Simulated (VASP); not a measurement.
Wanted: the native input for a VASP 6.6.1 run.

```
Task                   : single point
Functional             : PBEsol
Potentials or basis    : VASP PAW PBE potentials, release 64 (Pt)
Cutoff                 : 520 eV
k mesh                 : 20 × 20 × 20
Occupations            : fermi-dirac, width 0.15 eV
Spin                   : no spin polarisation
Dipole correction      : no
Further INCAR settings : ALGO = Fast; EDIFF = 1e-06; NBANDS = 11
```

The structure of Pt lies in POSCAR:

```
Pt
1.0
    0.0000000000      1.9477393959      1.9477393959
    1.9477393959      0.0000000000      1.9477393959
    1.9477393959      1.9477393959      0.0000000000
Pt
1
Direct
    0.0000000000      0.0000000000      0.0000000000
```

This cell differs from its parent crystal: volume scaled by 0.98.

These files were run (other wordings do the same):

INCAR

```
SYSTEM = Pt
  PREC = Accurate
  ENCUT = 520
  EDIFF = 1E-6
  ISMEAR = -1
  SIGMA = 0.15
  LREAL = .False.
  LASPH = .True.
  NELM = 100
  ALGO = Fast
  ISIF = 2
  LWAVE = .False.
  LCHARG = .False.
  GGA = PS
  NBANDS = 11
```

KPOINTS

```
Automatic mesh
0
Gamma
  20 20 20
  0 0 0
```

Potentials or basis: VASP PAW PBE potentials, release 64 (Pt).

The run is started by

```sh
$ cat potpaw_PBE.64/Pt/POTCAR > POTCAR
$ mpirun -np 1 vasp_std > vasp.out
```

It gave:

```yaml
Pressure: 5.6 GPa
Band_gap_on_the_k_mesh: zero (band 5 reaches 12.02 eV, above the bottom of band 6 at 9.69 eV)
```

Caveat: the PAW data sets were made with another functional, which shifts forces and pressure a little; spin-orbit coupling is left out, which moves the levels of the heavy elements.

Wall time 14 s on 1 thread of Intel(R) Xeon(R) 6975P-C (Granite Rapids) (shared host), peak memory 0.16 GiB.
